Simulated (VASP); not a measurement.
# ZrAl3N4: relaxation of cell and atoms with PBE

The system is ZrAl3N4.

```
CELL_PARAMETERS angstrom
3.33498 0.00000 0.00000
0.00000 3.33498 0.00000
0.00000 0.00000 9.43274
ATOMIC_POSITIONS crystal
Zr 0.50000 0.50000 0.00000
Al 0.00000 0.00000 0.75000
Al 0.00000 0.00000 0.25000
Al 0.50000 0.50000 0.50000
N 0.00000 0.00000 0.00000
N 0.50000 0.50000 0.25000
N 0.00000 0.00000 0.50000
N 0.50000 0.50000 0.75000
```

- Program: VASP 6.6.1
- Task: relaxation of cell and atoms
- Functional: PBE
- Potentials or basis: VASP PAW PBE potentials, release 64 (Zr_sv, Al, N)
- Cutoff: 600 eV
- k mesh: 6 × 6 × 2
- Occupations: gaussian, width 0.1 eV
- Spin: no spin polarisation
- Dipole correction: no
- Further INCAR settings: ALGO = Normal; EDIFF = 1e-07; IBRION = 2; EDIFFG = -0.04; NSW = 90; ISIF = 3

| Item | Value |
| --- | --- |
| Relaxed volume | 9.73 Å³/atom |
| Relaxed cell | a = 3.029 Å, b = 3.029 Å, c = 8.489 Å, α = 90.00°, β = 90.00°, γ = 90.00° |
| Space group after relaxing (to 0.1 Å) | P4/mmm (No. 123) |
| Energy gained by relaxing | 541.5 meV/atom |
| Ionic steps | 10 |
| Pressure after relaxing | 0.1 GPa |
| Largest force after relaxing | 0.020 eV/Å |
| Band gap on the k mesh | zero (an odd number of electrons rules out a gap without spin polarisation) |

Forces on the atoms (eV/Å):
```
Zr   0.000  0.000  0.000
Al   0.000  0.000 -0.020
Al   0.000  0.000  0.020
Al   0.000  0.000  0.000
N    0.000  0.000  0.000
N    0.000  0.000  0.013
N    0.000  0.000  0.000
N    0.000  0.000 -0.013
```

Stress tensor (GPa, compression positive):
```
-0.11  0.00  0.00
 0.00 -0.11  0.00
 0.00  0.00  0.56
```

Step by step:
```
step  energy change (eV)  largest force (eV/Å)  pressure (GPa)  volume (Å³)
   1              0.0000                0.7587          -34.24       104.91
   2             -2.5406                4.0820           45.12        67.85
   3             -3.8023                2.7388           -0.08        78.45
   4             -4.1708                1.2874            4.08        76.39
   5             -4.1708                1.2868            4.08        76.39
   6             -4.3100                0.5574           -1.79        78.35
   7             -4.3135                0.4171           -2.68        78.72
   8             -4.3220                0.2785            2.01        77.33
   9             -4.3297                0.0161            0.04        77.89
  10             -4.3318                0.0196            0.11        77.87
```

Final structure:
```
CELL_PARAMETERS angstrom
3.02856 0.00000 0.00000
0.00000 3.02856 0.00000
0.00000 0.00000 8.48937
ATOMIC_POSITIONS crystal
Zr 0.50000 0.50000 0.00000
Al 0.00000 0.00000 0.73299
Al 0.00000 0.00000 0.26701
Al 0.50000 0.50000 0.50000
N 0.00000 0.00000 0.00000
N 0.50000 0.50000 0.26987
N 0.00000 0.00000 0.50000
N 0.50000 0.50000 0.73013
```

Levels at points of the mesh, in eV from the Fermi level:
| k point | band 18 | band 19 | band 20 | band 21 | band 22 | band 23 |
| --- | --- | --- | --- | --- | --- | --- |
| (0.00, 0.00, 0.00) | -3.10 | -2.89 | -2.64 | -2.64 | 0.42 | 2.01 |
| (0.50, 0.00, 0.00) | -3.81 | -3.74 | -3.63 | 2.24 | 2.54 | 2.95 |
| (0.50, 0.50, 0.00) | -4.39 | -3.44 | -3.44 | -1.12 | -1.12 | 0.15 |
| (0.00, 0.00, 0.50) | -3.11 | -2.89 | -2.89 | -2.89 | 1.48 | 1.78 |
| (0.50, 0.00, 0.50) | -3.74 | -3.69 | -3.64 | 2.61 | 2.98 | 2.99 |
| (0.50, 0.50, 0.50) | -5.26 | -3.61 | -3.61 | -0.54 | -0.54 | 1.28 |

It took 4.1 min on 1 thread of Intel(R) Xeon(R) 6975P-C (Granite Rapids) (shared host), peak memory 0.29 GiB.

Caveat: the volume moved by over 15 % at a fixed basis, so the end points are rough.
